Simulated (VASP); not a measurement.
Here is a VASP 6.6.1 calculation.

The input POSCAR:

```
Zr
1.0
   -1.7908472709      1.7908472709      1.7908472709
    1.7908472709     -1.7908472709      1.7908472709
    1.7908472709      1.7908472709     -1.7908472709
Zr
1
Direct
    0.0000000000      0.0000000000      0.0000000000
```

Contents of INCAR.step1:

```
ALGO     = Normal         # electronic algorithm
EDIFF    = 1E-4           # SCF threshold, eV
ENCUT    = 520            # plane-wave cutoff, eV
GGA      = PE             # functional
ISMEAR   = -1             # smearing method
LASPH    = T              # aspherical terms in the spheres
LCHARG   = F              # write CHGCAR
LREAL    = F              # projectors in reciprocal space
LWAVE    = T              # write WAVECAR
NBANDS   = 12             # bands
NELM     = 80             # most SCF steps
PREC     = Accurate       # precision mode
SIGMA    = 0.05           # smearing width, eV
```

INCAR.step2

```
ALGO     = Normal         # electronic algorithm
EDIFF    = 1E-8           # SCF threshold, eV
ENCUT    = 520            # plane-wave cutoff, eV
ISIF     = 2              # what is computed and relaxed
ISMEAR   = -1             # smearing method
ISTART   = 1            
LASPH    = T              # aspherical terms in the spheres
LCHARG   = F              # write CHGCAR
LEFG     = T            
LMIXTAU  = T            
LREAL    = F              # projectors in reciprocal space
LWAVE    = F              # write WAVECAR
METAGGA  = R2SCAN         # meta-GGA
NBANDS   = 12             # bands
NELM     = 80             # most SCF steps
PREC     = Accurate       # precision mode
SIGMA    = 0.05           # smearing width, eV
```

Contents of KPOINTS:

```
k-points
0
Gamma
  13 13 13
```

Potentials or basis: VASP PAW PBE potentials, release 64 (Zr_sv).

Launch:

```bash
$ cat potpaw_PBE.64/Zr_sv/POTCAR > POTCAR
$ cp INCAR.step1 INCAR
$ mpirun -np 1 vasp_std > vasp.out
$ cp INCAR.step2 INCAR
$ mpirun -np 1 vasp_std > vasp.out
```

(1) Predict the pressure.

(2) Predict the band gap on the k mesh.

Results:

(1) -0.1 GPa.

(2) zero (band 6 reaches 10.20 eV, above the bottom of band 7 at 8.30 eV).

Caveat: without QUAD_EFG the Cq values of the log hold for a quadrupole moment of 1 mb, not for the nuclei; the PAW data sets were made with another functional, which shifts forces and pressure a little.
